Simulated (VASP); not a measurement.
Wanted: the native input for a VASP 6.6.1 run.

| Quantity | Value |
| --- | --- |
| Task | single point |
| Functional | revPBE |
| Potentials or basis | VASP PAW PBE potentials, release 64 (Ir) |
| Cutoff | 520 eV |
| k mesh | 12 × 12 × 12 |
| Occupations | fermi-dirac, width 0.05 eV |
| Spin | no spin polarisation |
| Dipole correction | no |
| Further INCAR settings | ALGO = Fast; EDIFF = 1e-06; NBANDS = 10 |

The structure of Ir lies in POSCAR:

```
Ir
1.0
    0.0000000000      1.9156000000      1.9156000000
    1.9156000000      0.0000000000      1.9156000000
    1.9156000000      1.9156000000      0.0000000000
Ir
1
Direct
    0.0000000000      0.0000000000      0.0000000000
```

One way to write it, as run:

INCAR

```
ALGO = Fast
EDIFF = 1E-6
ENCUT = 520
GGA = RE
ISIF = 2
ISMEAR = -1
LASPH = T
LCHARG = F
LREAL = F
LWAVE = F
NBANDS = 10
NELM = 60
PREC = Accurate
SIGMA = 0.05
```

KPOINTS

```
k-points
0
Gamma
  12 12 12
```

Potentials or basis: VASP PAW PBE potentials, release 64 (Ir).

Command:

```console
$ cat potpaw_PBE.64/Ir/POTCAR > POTCAR
$ mpirun -np 1 vasp_std > vasp.out
```

It gave:

The pressure is 14.6 GPa.

Caveat: the PAW data sets were made with another functional, which shifts forces and pressure a little.

It took 7.9 s on 1 thread of AMD EPYC 9R14 (Zen 4), with other jobs on the host, peak memory 0.1 GiB.
